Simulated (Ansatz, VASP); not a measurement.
**Mn in VASP and in Ansatz**

File INCAR:

```
ALGO = Normal
EDIFF = 1E-8
ENCUT = 520
GGA = PE
ISIF = 2
ISMEAR = -1
ISPIN = 2
LASPH = True
LCHARG = False
LEFG = True
LMAXMIX = 4
LORBIT = 11
LREAL = False
LWAVE = False
MAGMOM = 4
NBANDS = 16
NELM = 150
PREC = Accurate
SIGMA = 0.03
```

KPOINTS

```
k-points
0
Gamma
  20 20 20
```

The input POSCAR:

```
Mn
1.0
   -1.3981951056      1.3981951056      1.3981951056
    1.3981951056     -1.3981951056      1.3981951056
    1.3981951056      1.3981951056     -1.3981951056
Mn
1
Direct
    0.0000000000      0.0000000000      0.0000000000
```

Input for Ansatz:

```yaml
crystal:
  lattice:
    - [-1.3981951056, 1.3981951056, 1.3981951056]
    - [1.3981951056, -1.3981951056, 1.3981951056]
    - [1.3981951056, 1.3981951056, -1.3981951056]
  atoms:
    - { symbol: Mn, position: [0.0, 0.0, 0.0], spin: 4.0 }
magnetization:
  spin_polarized: true
kpoints:
  mp_grid: { grid: [20, 20, 20] }
  band_path:
    path:
      - [0.0, 0.0, 0.0]
      - [0.5, -0.5, 0.5]
      - [0.0, 0.0, 0.5]
      - [0.0, 0.0, 0.0]
      - [0.25, 0.25, 0.25]
      - [0.5, -0.5, 0.5]
      - [0.25, 0.25, 0.25]
      - [0.0, 0.0, 0.5]
    npoints: 8
scf:
  occupations: { method: fermi_dirac, width: 0.03 }
hamiltonian:
  xc: pbe
  pseudopotentials: { kind: all_electron, datasets: crystal }
output:
  forces: true
  stress: true
  eigenvalues: true
  efg: { contact_densities: true }
```

Alike in both runs: task electric field gradients; functional PBE; k mesh 20 × 20 × 20; occupations fermi-dirac, width 0.03 eV; collinear spin.

|  | VASP | Ansatz |
| --- | --- | --- |
| version | VASP 6.6.1 | Ansatz 0.2.0 |
| potentials or method | VASP PAW PBE potentials, release 64 (Mn_pv), cutoff 520 eV | all-electron PAW with datasets made for the crystal, scalar-relativistic |

```csv
,VASP,Ansatz,Ansatz less VASP
pressure (GPa),0.1,0.0,-0.03
net moment per atom (μB),0.87,0.86,-0.008
size of the moment on the site where the two differ most (μB),0.87,0.86,-0.011
```

Site moments also hang on the region over which each program counts them. Ansatz ran all-electron here, and VASP with PAW potentials. Ansatz's warnings: band levels unverified, printed levels off.
